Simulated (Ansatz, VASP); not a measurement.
# CdTe: VASP beside Ansatz

```xyz
2
Lattice="0.0000 3.2050 3.2050 3.2050 0.0000 3.2050 3.2050 3.2050 0.0000" Properties=species:S:1:pos:R:3 pbc="T T T"
Te    4.8075    4.8075    4.8075
Cd    0.0000    0.0000    0.0000
```

Alike in both runs: task relaxation of cell and atoms; functional HF; k mesh 4 × 4 × 4; occupations fermi-dirac, width 0.05 eV; no spin polarisation.

|  | VASP | Ansatz |
| --- | --- | --- |
| version | VASP 6.6.1 | Ansatz 0.2.0 |
| potentials or method | VASP PAW PBE potentials, release 64 (Te, Cd) | Ansatz PAW |
| plane-wave cutoff (eV) | 600 | 420 |
| valence electrons in the cell | 18 | 36 |

```tsv
	VASP	Ansatz	Ansatz less VASP
gap on the k mesh at the Fermi level, each at its own relaxed structure (eV)	6.50	6.90	+0.403
relaxed volume (Å³/atom)	37.04	38.56	+1.515
relaxed length of the cell vector where the two differ most in proportion (Å)	4.714	4.778	+0.0634
```

VASP's potentials were made for PBE, not for HF. VASP's potentials hold 18 valence electrons a cell and Ansatz's 36, so a difference there can come from the potentials and not from the codes.

The k mesh is coarse, so the values compare programs but aren't converged. Neither program's run includes spin-orbit coupling. Noted on Ansatz's run: the volume moved by over 15 % at a fixed basis, so the end points are rough; the plane-wave basis is chosen anew once the cell has moved, so the energies of steps on either side of that aren't comparable.
